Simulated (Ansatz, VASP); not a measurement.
**PtC in VASP and in Ansatz**

```xyz
2
Lattice="2.6299 0.0000 0.0000 0.0000 2.6299 0.0000 0.0000 0.0000 3.4470" Properties=species:S:1:pos:R:3 pbc="T T T"
Pt    1.3149    1.3149    1.7235
C     0.0000    0.0000    0.0000
```

Alike in both runs: task relaxation of cell and atoms; functional PBE; k mesh 20 × 20 × 16; occupations gaussian, width 0.1 eV; no spin polarisation.

|  | VASP | Ansatz |
| --- | --- | --- |
| version | VASP 6.6.1 | Ansatz 0.2.0 |
| potentials or method | VASP PAW PBE potentials, release 64 (Pt, C), cutoff 600 eV | scalar-relativistic, plane waves, PAW |
| valence electrons in the cell | 14 | 22 |

Ansatz gave:

```
gap on the k mesh at the Fermi level, each at its own relaxed structure (eV) : none
relaxed volume (Å³/atom)                                                     : 11.07
relaxed length of the cell vector where the two differ most in proportion (Å)              : 2.807
```

Problem. What did VASP give for the same quantities?

Solution. gap on the k mesh at the Fermi level, each at its own relaxed structure (eV): none; relaxed volume (Å³/atom): 11.06; relaxed length of the cell vector where the two differ most in proportion (Å): 2.805.

A gap of «none» marks a metal or a gap that the smearing closes. VASP's potentials hold 14 valence electrons a cell and Ansatz's 22, so a difference there can come from the potentials and not from the codes.

Neither program's run includes spin-orbit coupling.
